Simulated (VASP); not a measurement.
Wanted: the native input for a VASP 6.6.1 run.

```yaml
Task: single point
Functional: PBE
Dispersion: D3(BJ)
Potentials_or_basis: VASP PAW PBE potentials, release 64 (Si, O)
Cutoff: 520 eV
k_mesh: 2 × 2 × 2
Occupations: fermi-dirac, width 0.05 eV
Spin: no spin polarisation
Dipole_correction: no
Further_INCAR_settings: LREAL = Auto; ALGO = Normal; EDIFF = 1e-07; NBANDS = 78
```

The structure of Si8O15 (a cell with a defect) lies in POSCAR:

```
Si8O15
1.0
   -4.1564000000     -4.1564000000      0.0000000000
    4.1564000000     -4.1564000000      0.0000000000
    0.0000000000      0.0000000000      5.3204000000
Si O
8 15
Direct
    0.5001433933      0.4997663844     -0.0002492294
    0.0001432730      0.5101273939      0.2495265394
    0.5001433933      0.4997656626      0.4993019322
    0.0001439948      0.4386857617      0.7495267273
    0.0001436339      0.0130254547      0.0074304564
    0.5001439948      0.0008342556      0.2495261634
    0.0001437542      0.0130231691      0.4916203669
    0.5001437542     -0.0019344866      0.7495261634
    0.1945278366      0.5034254403     -0.0013927524
    0.0001443557      0.2041827062      0.2495267273
    0.8057601530      0.5034247185     -0.0013933163
    0.0001433933      0.8101674526      0.2495255996
    0.1945277163      0.5034253200      0.5004458311
    0.0001453181     -0.1255182369      0.7495259755
    0.8057603936      0.5034244779      0.5004463950
    0.6946911991      0.0029991098      0.0027326893
    0.5001450775      0.6948633433      0.2495263514
    0.3055971514      0.0029985083      0.0027332531
    0.5001442354      0.3057986479      0.2495261634
    0.6946913194      0.0029989895      0.4963196376
    0.5001443557      0.6950283900      0.7495261634
    0.3055971514      0.0029982677      0.4963190738
    0.5001435136      0.3039852998      0.7495263514
```

These files were run (other wordings do the same):

INCAR

```
  PREC = Accurate
  ENCUT = 520
  EDIFF = 1E-7
  ISMEAR = -1
  SIGMA = 0.05
  LREAL = Auto
  LASPH = T
  NELM = 60
  ALGO = Normal
  ISIF = 2
  LWAVE = F
  LCHARG = T
  GGA = PE
  IVDW = 12
  LELF = T
  LVHAR = T
  NBANDS = 78
```

KPOINTS

```
Automatic mesh
0
Gamma
  2 2 2
```

Potentials or basis: VASP PAW PBE potentials, release 64 (Si, O).

Run with:

```bash
$ cat potpaw_PBE.64/Si/POTCAR potpaw_PBE.64/O/POTCAR > POTCAR
$ mpirun -np 1 vasp_std > vasp.out
```

Results of the run:

The pressure is 11.3 GPa. The largest force is 3.878 eV/Å and the band gap on the k mesh is 2.74 eV. The dispersion energy per atom is -0.242 eV.

Caveat: the k points lie up to 0.59 Å⁻¹ apart.

Wall time 2.1 min on 1 thread of Intel(R) Xeon(R) Platinum 8375C CPU @ 2.90GHz (Ice Lake) (shared host), peak memory 0.31 GiB.
